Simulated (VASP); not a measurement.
Runs of VASP 6.6.1 on KBr. The structure is that of space group Fm-3m (No. 225), or close to it. The cells are those of the table. 

```tsv
cell	gap on the mesh (eV)	pressure (GPa)
a = 4.657, b = 4.744 Å, angles 59.4, 58.8, 59.4°, 2 atoms	(a)	-1.5
a = 4.656, b = 4.715 Å, angles 59.6, 59.2, 59.6°, 2 atoms	4.03	-1.5
a = 4.656, b = 4.685 Å, angles 59.8, 59.6, 59.8°, 2 atoms	4.04	-1.5
a = 4.657, b = 4.540 Å, angles 60.8, 61.7, 60.8°, 2 atoms	3.99	-1.5
```

Alike in all rows: task single point; level LDA; potentials or basis VASP PAW LDA potentials, release 64 (K_sv, Br); no spin polarisation; k mesh 6 × 6 × 6; cutoff (eV) 520; smearing gaussian 0.05 eV.

Q: Estimate the missing entries.

A: (a) 4.01.

A k mesh can miss the band edges, and the runs leave out spin-orbit coupling on Br.
